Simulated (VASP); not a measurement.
Set up this calculation in VASP 6.6.1, as the native input.

```
Task                   : single point
Functional             : PBEsol
Potentials or basis    : VASP PAW PBE potentials, release 64 (K_sv, Pt)
Cutoff                 : 520 eV
k mesh                 : 4 × 4 × 1
Occupations            : methfessel-paxton, width 0.1 eV
Spin                   : no spin polarisation
Dipole correction      : yes
Further INCAR settings : ALGO = Normal; EDIFF = 1e-06; NBANDS = 37
```

The structure of K2Pt lies in POSCAR:

```
K2Pt
1.0
    5.3477962602      0.0000000000      0.0000000000
    2.6738981301      4.6313274156      0.0000000000
    0.0000000000      0.0000000000     19.6413003834
K Pt
4 2
Direct
    0.0000000000      0.0000000000      0.4722112508
    0.3333333333      0.3333333333      0.3610562540
    0.3333333333      0.3333333333      0.6988829782
    0.6666666667      0.6666666667      0.5659426729
    0.0000000000      0.0000000000      0.3054787556
    0.3333333333      0.3333333333      0.5418587277
```

One way to write it, as run:

INCAR

```
SYSTEM = K2Pt
ALGO = Normal
DIPOL = 0.5 0.5 0.491
EDIFF = 1E-6
ENCUT = 520
GGA = PS
IDIPOL = 3
ISIF = 2
ISMEAR = 1
LASPH = .TRUE.
LCHARG = .TRUE.
LDIPOL = .TRUE.
LELF = .TRUE.
LREAL = .FALSE.
LVACPOTAV = .TRUE.
LVHAR = .TRUE.
LWAVE = .FALSE.
NBANDS = 37
NELM = 60
PREC = Accurate
SIGMA = 0.1
```

KPOINTS

```
k-points
0
G
  4 4 1
  0 0 0
```

Potentials or basis: VASP PAW PBE potentials, release 64 (K_sv, Pt).

The run is started by

```sh
$ cat potpaw_PBE.64/K_sv/POTCAR potpaw_PBE.64/Pt/POTCAR > POTCAR
$ mpirun -np 1 vasp_std > vasp.out
```

Results of the run:

The largest force is 0.745 eV/Å. The band gap on the k mesh is zero (bands 28 and 29 overlap by 0.05 eV).

Caveat: the PAW data sets were made with another functional, which shifts forces and pressure a little; spin-orbit coupling is left out, which moves the levels of the heavy elements.

It took 100 s on 1 thread of Intel(R) Xeon(R) 6975P-C (Granite Rapids), with other jobs on the host, peak memory 0.53 GiB.
